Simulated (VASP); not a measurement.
# LiSe in VASP: single point with PBE+D3(BJ)

Aim: the single point of LiSe with PBE+D3(BJ).

Program: VASP 6.6.1. These are calculated values, not measurements. Logs are shortened: lines on timing, memory, paths and dates and some standing lists are left out, and cuts for length are marked.

## (1) The cell of the first run

The typed cell holds 6 atoms: a = 3.681 Å, b = 4.283 Å, c = 7.161 Å, α = 102.22°, β = 90.00°, γ = 115.45°.

## (2) Single point, PBE+D3(BJ)

INCAR reads:

```
SYSTEM = LiSe
PREC = Accurate ; ENCUT = 520
EDIFF = 1E-6 ; ISMEAR = 0
SIGMA = 0.1 ; LREAL = .FALSE.
LASPH = .TRUE. ; NELM = 100
ALGO = Normal ; ISIF = 2
LWAVE = .FALSE. ; LCHARG = .FALSE.
GGA = PE ; IVDW = 12
NBANDS = 22
```

KPOINTS reads:

```
regular mesh
0
G
  10 10 4
  0 0 0
```

POSCAR reads:

```
LiSe
1.0
    3.6812762767      0.0000000000      0.0000000000
   -1.8406381383      3.8270851813     -0.5591646256
    0.0000000000     -0.6551501700      7.1312184451
Se Li
3 3
Direct
    0.2999798386     -0.0667707133      0.3648272160
    0.9664754263      0.2663004973      0.6982570034
    0.6334042158      0.6001580762      0.0313974286
   -0.0333285535      0.2666277249      0.1980704886
    0.6332730084      0.5998308486      0.5315839434
    0.2998839247     -0.0667707133      0.8648272160
```

Potentials or basis: VASP PAW PBE potentials, release 64 (Se, Li_sv).

Launch:

```sh
$ cat potpaw_PBE.64/Se/POTCAR potpaw_PBE.64/Li_sv/POTCAR > POTCAR
$ mpirun -np 1 vasp_std > vasp.out
```

OUTCAR:

```text
SYSTEM = LiSe
   PREC = Accurate
   ENCUT = 520
   EDIFF = 1E-6
   ISMEAR = 0
   LREAL = .FALSE.
   LASPH = .TRUE.
   NELM = 100
   ISIF = 2
   GGA = PE
   IVDW = 12
 IVDW          = 12

 ion  position               nearest neighbor table
   1  0.300  0.933  0.365-   4 2.57   5 2.57   5 2.68   4 2.68   5 2.68   4 2.68
   2  0.966  0.266  0.698-   5 2.57   6 2.58   6 2.68   6 2.68   5 2.68   5 2.68
   3  0.633  0.600  0.031-   4 2.57   6 2.58   6 2.68   6 2.68   4 2.68   4 2.68
   4  0.967  0.267  0.198-   3 2.57   1 2.57   3 2.68   1 2.68   1 2.68   3 2.68
   5  0.633  0.600  0.532-   2 2.57   1 2.57   2 2.68   1 2.68   1 2.68   2 2.68
   6  0.300  0.933  0.865-   2 2.58   3 2.58   3 2.68   2 2.68   3 2.68   2 2.68

  LATTYP: Found a base centered monoclinic cell.
 ALAT       =     7.7354369142
 B/A-ratio  =     0.4758976536
 C/A-ratio  =     0.9257718534
 COS(beta)  =    -0.2344902678

  Lattice vectors:

 A1 = (   1.8406381384,   3.8270851813,  -0.5591646256)
 A2 = (  -1.8406381383,   3.8270851813,  -0.5591646256)
 A3 = (   0.0000000000,  -0.6551501700,   7.1312184451)

Analysis of symmetry for initial positions (statically):
=====================================================================
 Subroutine PRICEL returns:
 Original cell was already a primitive cell.

 Routine SETGRP: Setting up the symmetry group for a
 base centered monoclinic supercell.

 Subroutine GETGRP returns: Found  2 space group operations
 (whereof  1 operations were pure point group operations)
 out of a pool of  4 trial point group operations.

The static configuration has the point symmetry C_1 .
 The point group associated with its full space group is C_2 .

Analysis of symmetry for dynamics (positions and initial velocities):
=====================================================================
 Subroutine PRICEL returns:
 Original cell was already a primitive cell.

 Routine SETGRP: Setting up the symmetry group for a
 base centered monoclinic supercell.

 Subroutine GETGRP returns: Found  2 space group operations
 (whereof  1 operations were pure point group operations)
 out of a pool of  4 trial point group operations.

The dynamic configuration has the point symmetry C_1 .
 The point group associated with its full space group is C_2 .

 Subroutine INISYM returns: Found  2 space group operations
 (whereof  1 operations are pure point group operations),
 and found     1 'primitive' translations

----------------------------------------------------------------------------------------

                                     Primitive cell

  volume of cell :      99.1200

  direct lattice vectors                    reciprocal lattice vectors
     3.681276277  0.000000000  0.000000000     0.271644920  0.132425273  0.012166005
    -1.840638138  3.827085181 -0.559164626     0.000000000  0.264850546  0.024332010
     0.000000000 -0.655150170  7.131218445     0.000000000  0.020767146  0.142136383

  length of vectors
     3.681276277  4.283362560  7.161249769     0.302449049  0.265965897  0.143645487

  position of ions in fractional coordinates (direct lattice)
     0.299979839  0.933229287  0.364827216
     0.966475426  0.266300497  0.698257003
     0.633404216  0.600158076  0.031397429
     0.966671447  0.266627725  0.198070489
     0.633273008  0.599830849  0.531583943
     0.299883925  0.933229287  0.864827216

  ion indices of the primitive-cell ions
   primitive index   ion index
                 1           1
                 2           2
                 3           3
                 4           4
                 5           5
                 6           6

----------------------------------------------------------------------------------------

 KPOINTS: regular mesh

Automatic generation of k-mesh.
 Grid dimensions read from file:
 generate k-points for:   10   10    4

 Generating k-lattice:

  Cartesian coordinates                     Fractional coordinates (reciprocal lattice)
     0.027164492  0.013242527  0.001216601     0.100000000 -0.000000000 -0.000000000
     0.000000000  0.026485055  0.002433201     0.000000000  0.100000000  0.000000000
     0.000000000  0.005191787  0.035534096     0.000000000  0.000000000  0.250000000

  Length of vectors
     0.030244905  0.026596590  0.035911372

  Shift w.r.t. Gamma in fractional coordinates (k-lattice)
     0.000000000  0.000000000  0.000000000

 Subroutine IBZKPT returns following result:
 ===========================================

 Found    117 irreducible k-points:

 Following reciprocal coordinates:
            Coordinates               Weight
  0.000000  0.000000  0.000000      1.000000
  0.100000 -0.000000  0.000000      4.000000
  0.200000 -0.000000  0.000000      4.000000
  0.300000 -0.000000  0.000000      4.000000
  0.400000 -0.000000  0.000000      4.000000
  0.500000  0.000000  0.000000      2.000000
[... 16 lines left out ...]
  0.000000  0.300000  0.000000      2.000000
  0.100000  0.300000  0.000000      4.000000
 [... further k-points ...]
   k-points           NKPTS =    117   k-points in BZ     NKDIM =    117   number of bands    NBANDS=     22
   number of dos      NEDOS =    301   number of ions     NIONS =      6
   total plane-waves  NPLWV =  48384
   dimension x,y,z NGX =    28 NGY =   32 NGZ =   54
   dimension x,y,z NGXF=    56 NGYF=   64 NGZF=  108
   ions per type =               3   3
   NGX,Y,Z   is equivalent  to a cutoff of  12.64, 12.42, 12.54 a.u.
   NGXF,Y,Z  is equivalent  to a cutoff of  25.29, 24.84, 25.07 a.u.
 SYSTEM =  LiSe
   PREC   = accura    normal or accurate (medium, high low for compatibility)
   ISTART =      0    job   : 0-new  1-cont  2-samecut
   ICHARG =      2    charge: 1-file 2-atom 10-const
   ISPIN  =      1    spin polarized calculation?
   LNONCOLLINEAR =      F non collinear calculations
   LSORBIT =      F    spin-orbit coupling
   LASPH  =      T    aspherical Exc in radial PAW
   ENCUT  =  520.0 eV  38.22 Ry    6.18 a.u.   6.84  7.96 13.32*2*pi/ulx,y,z
   NELM   =    100;   NELMIN=  2; NELMDL= -5     # of ELM steps
   EDIFF  = 0.1E-05   stopping-criterion for ELM
   LREAL  =      F    real-space projection
   EDIFFG = 0.1E-04   stopping-criterion for IOM
   NSW    =      0    number of steps for IOM
   IBRION =     -1    ionic relax: 0-MD 1-quasi-New 2-CG
   NFREE  =      0    steps in history (QN), initial steepest desc. (CG)
   ISIF   =      2    stress and relaxation
   ISYM   =      2    0-nonsym 1-usesym 2-fastsym
   POTIM  = 0.5000    time-step for ionic-motion
   TEBEG  =    0.0;   TEEND  =   0.0 temperature during run
   PSTRESS=    0.0 pullay stress
   NELECT =      27.0000    total number of electrons
   NUPDOWN=      -1.0000    fix difference up-down
   EMIN   =  10.00;   EMAX   =-10.00  energy-range for DOS
   EFERMI =   0.00;   METHOD = LEGACY
   ISMEAR =     0;   SIGMA  =   0.10  broadening in eV -4-tet -1-fermi 0-gaus
   EFERMI_NEDOS =   21; number of points for ismear=-14 and -15
   IALGO  =     38    algorithm
   IMIX   =      4    mixing-type and parameters
     AMIX     =   0.40;   BMIX     =  1.00
     AMIX_MAG =   1.60;   BMIX_MAG =  1.00
  volume/ion in A,a.u.               =      16.52       111.48
  Fermi-wavevector in a.u.,A,eV,Ry     =   1.061229  2.005431 15.322968  1.126206
  Thomas-Fermi vector in A             =   2.196637
   LORBIT       =      0    0 simple, 1 ext, 2 COOP (PROOUT), +10 PAW based schemes
   GGA     = PE    functional components
   LHFCALC =     F    Hartree Fock is set to
   AEXX    =    0.0000 exact exchange contribution
   IVDW    =    12    specifies the selected vdW correction
   LEPSILON=     F    determine dielectric tensor
   LRPA    =     F    only Hartree local field effects (RPA)
 non-spin polarized calculation
 Gauss-broadening in eV      SIGMA  =   0.10
  energy-cutoff  :      520.00
  volume of cell :       99.12
 maximum number of plane-waves:      2697
   NGX = 13   NGY = 15   NGZ = 27

 number of electron      26.9999996 magnetization

 Free energy of the ion-electron system (eV)
  ---------------------------------------------------
  ext. energy  EPLUGINS =         0.00000000
  ---------------------------------------------------
  free energy    TOTEN  =       -20.84510986 eV

  energy without entropy =      -20.83842092  energy(sigma->0) =      -20.84176539

 E-fermi :   4.0515     XC(G=0):  -9.5179

 val. band max:        4.0496736105   @ k =   0.0000   0.3000   0.2500
 cond. band min:       4.0704539827   @ k =  -0.3000  -0.0000   0.2500
 fundamental gap:      0.0207803722
 Fermi energy:         4.0515069752

 k-point     1 :       0.0000    0.0000    0.0000
  band No.  band energies     occupation
      1     -42.0013      2.00000
      2     -41.9911      2.00000
      3     -41.9905      2.00000
      4     -10.3274      2.00000
      5      -8.4065      2.00000
      6      -8.4051      2.00000
[... 14 lines left out ...]
     21       9.8061      0.00000
     22       9.8092      0.00000

 k-point     2 :       0.1000   -0.0000    0.0000
  band No.  band energies     occupation
      1     -42.0008      2.00000
      2     -41.9915      2.00000
      3     -41.9903      2.00000
      4     -10.2462      2.00000
      5      -8.4872      2.00000
      6      -8.2680      2.00000
[... 14 lines left out ...]
     21      10.0222      0.00000
     22      10.4744      0.00000

 k-point     3 :       0.2000   -0.0000    0.0000
  band No.  band energies     occupation
      1     -41.9995      2.00000
      2     -41.9922      2.00000
      3     -41.9903      2.00000
      4     -10.0086      2.00000
      5      -8.4931      2.00000
      6      -8.1360      2.00000
[... 14 lines left out ...]
     21      10.8577      0.00000
     22      11.8435      0.00000
[... 476 lines left out ...]
 k-point    23 :       0.0000    0.3000    0.0000
  band No.  band energies     occupation
      1     -41.9996      2.00000
      2     -41.9946      2.00000
      3     -41.9881      2.00000
      4      -9.9976      2.00000
      5      -9.0481      2.00000
      6      -7.6360      2.00000
[... 14 lines left out ...]
     21      11.2794      0.00000
     22      11.7838      0.00000

 k-point    24 :       0.1000    0.3000    0.0000
  band No.  band energies     occupation
      1     -41.9988      2.00000
      2     -41.9951      2.00000
      3     -41.9881      2.00000
      4      -9.8237      2.00000
      5      -9.1059      2.00000
      6      -7.5620      2.00000
[... 14 lines left out ...]
     21      11.1921      0.00000
     22      12.1025      0.00000

 [... further k-points ...]

------------------------ aborting loop because EDIFF is reached ----------------------------------------

 Edisp (eV)   -2.03053

 E8    (eV) :    -0.8381

  FORCE on cell =-STRESS in cart. coord.  units (eV):
  Direction    XX          YY          ZZ          XY          YZ          ZX
  --------------------------------------------------------------------------------------
  -------------------------------------------------------------------------------------
  Total       0.03405     0.02478     0.00096     0.00000     0.02535     0.00000
  in kB       0.55044     0.40058     0.01552     0.00000     0.40974     0.00000
  external pressure =        0.32 kB  Pullay stress =        0.00 kB

 VOLUME and BASIS-vectors are now :
 -----------------------------------------------------------------------------
  energy-cutoff  :      520.00
  volume of cell :       99.12
      direct lattice vectors                 reciprocal lattice vectors
     3.681276277  0.000000000  0.000000000     0.271644920  0.132425273  0.012166005
    -1.840638138  3.827085181 -0.559164626     0.000000000  0.264850546  0.024332010
     0.000000000 -0.655150170  7.131218445     0.000000000  0.020767146  0.142136383

 POSITION                                       TOTAL-FORCE (eV/Angst)
 -----------------------------------------------------------------------------------
     -0.61343      3.33253      2.07983        -0.000087     -0.000000      0.000000
      3.06770      0.56169      4.83052        -0.000083      0.006507     -0.004746
      1.22706      2.27629     -0.11169        -0.000083     -0.006507      0.004746
      3.06782      0.89064      1.26340        -0.000068      0.001591      0.000636
      1.22718      1.94734      3.45544        -0.000068     -0.001591     -0.000636
     -0.61378      3.00496      5.64544         0.000390      0.000000      0.000000
 -----------------------------------------------------------------------------------
    total drift:                                0.000222     -0.000011     -0.000039

  FREE ENERGIE OF THE ION-ELECTRON SYSTEM (eV)
  ---------------------------------------------------
  free  energy   TOTEN  =       -22.8756409367 eV

  energy  without entropy=      -22.8689520028  energy(sigma->0) =      -22.87229647
```

Run time: 3 min. Hardware: 1 thread of AMD EPYC 7R43 (Zen 3), shared host; peak memory 0.31 GiB.

What came out:

| Item | Value |
| --- | --- |
| Free energy | -22.8756 eV |
| Largest force | 0.008 eV/Å |
| Band gap on the k mesh | zero (an odd number of electrons rules out a gap without spin polarisation) |
| Dispersion energy per atom | -0.338 eV |

Forces on the atoms (eV/Å):
```
Se   0.000  0.000  0.000
Se   0.000  0.007 -0.005
Se   0.000 -0.007  0.005
Li   0.000  0.002  0.001
Li   0.000 -0.002 -0.001
Li   0.000  0.000  0.000
```

Levels at points of the mesh, in eV from the Fermi level:
| k point | band 11 | band 12 | band 13 | band 14 | band 15 | band 16 |
| --- | --- | --- | --- | --- | --- | --- |
| (0.00, 0.00, 0.00) | -2.00 | -1.65 | -1.65 | 0.82 | 1.88 | 3.12 |
| (0.50, 0.00, 0.00) | -2.23 | -2.23 | -1.12 | -1.12 | 1.09 | 3.26 |
| (0.00, 0.50, 0.00) | -1.46 | -0.50 | -0.50 | -0.35 | -0.35 | 4.07 |
| (0.00, 0.00, 0.50) | -1.44 | -0.25 | -0.25 | -0.13 | -0.13 | 2.55 |
| (0.50, 0.00, 0.50) | -3.26 | -1.42 | -1.42 | -1.35 | 1.46 | 2.94 |
| (0.00, 0.50, 0.50) | -2.77 | -2.21 | -2.21 | 0.89 | 1.89 | 5.07 |

Caveat: the cutoff is under 1.25 times the usual one of these potentials, so pressure, stress and relaxed cells hold a basis-set (Pulay) error.
